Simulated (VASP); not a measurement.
KZnI3, 5 atoms in the cell. The structure is tetragonal, space group P4/mmm (No. 123). The conventional cell has a = 4.833 Å, b = 4.833 Å, c = 8.868 Å, α = 90.00°, β = 90.00°, γ = 90.00°. Within 4.5 Å of K (site symmetry 4/mmm) lie 4 I at 3.42 Å. Zn (site symmetry 4/mmm) has 4 I at 2.42 Å within 3.2 Å. I (site symmetry 4/mmm) has 4 K at 3.42 Å and 2 Zn at 4.43 Å within 4.5 Å. I (site symmetry mmm) has 2 Zn at 2.42 Å within 3.2 Å. The cell was generated, and may not be a known phase.

| Property | Result |
| --- | --- |
| Program | VASP 6.6.1 |
| Task | relaxation of cell and atoms |
| Functional | PBE |
| Potentials or basis | VASP PAW PBE potentials, release 64 (K_sv, Zn, I) |
| Cutoff | 600 eV |
| k mesh | 3 × 3 × 2 |
| Occupations | gaussian, width 0.15 eV |
| Spin | no spin polarisation |
| Dipole correction | no |
| Further INCAR settings | ALGO = Normal; EDIFF = 1e-07; IBRION = 2; EDIFFG = -0.08; NSW = 36; ISIF = 3 |

Potentials or basis: VASP PAW PBE potentials, release 64 (K_sv, Zn, I).

The run is started by

```console
$ cat potpaw_PBE.64/K_sv/POTCAR potpaw_PBE.64/Zn/POTCAR potpaw_PBE.64/I/POTCAR > POTCAR
$ mpirun -np 1 vasp_std > vasp.out
```

Hardware: 1 thread of Intel(R) Xeon(R) Platinum 8259CL CPU @ 2.50GHz (Skylake/Cascade Lake), with other jobs on the host.

Problem. Estimate the wall time of this run.

Solution. Run time: 25 min on 1 thread of Intel(R) Xeon(R) Platinum 8259CL CPU @ 2.50GHz (Skylake/Cascade Lake), on a shared host, peak memory 0.38 GiB. Counts: scf iterations 276, k points 6, ion steps 24.
